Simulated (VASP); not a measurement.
The system is Au.

```
Au
1.0
    -1.65727    1.65727    1.65727
     1.65727   -1.65727    1.65727
     1.65727    1.65727   -1.65727
Au
1
Cartesian
  0.0000 0.0000 0.0000
```

* Program: VASP 6.6.1
* Task: relaxation of cell and atoms
* Functional: PBE
* Dispersion: D3(BJ)
* Potentials or basis: VASP PAW PBE potentials, release 64 (Au)
* Cutoff: 600 eV
* k mesh: 11 × 11 × 11
* Occupations: fermi-dirac, width 0.05 eV
* Spin: no spin polarisation

At the start: pressure -6.7 GPa; volume 18.21 Å³/atom.

**Question.** Where does the relaxation end?

**Answer.** Over 4 steps the energy falls by 19.2 meV/atom and the volume is 17.33 Å³/atom (-4.8 %); space group Im-3m (No. 229, to 0.05 Å).

Step by step:
```csv
step,energy change (eV),largest force (eV/Å),pressure (GPa),volume (Å³)
1,0.0000,0.0000,-6.66,18.21
2,0.0163,0.0000,11.73,16.29
3,-0.0192,0.0000,-0.10,17.34
4,-0.0192,0.0000,0.06,17.33
```

Final structure:
```
Au
1.0
    -1.63010    1.63010    1.63010
     1.63010   -1.63010    1.63010
     1.63010    1.63010   -1.63010
Au
1
Direct
  0.00000 0.00000 0.00000
```

Caveat: pairwise dispersion overbinds metals, which lowers pressure and volume.
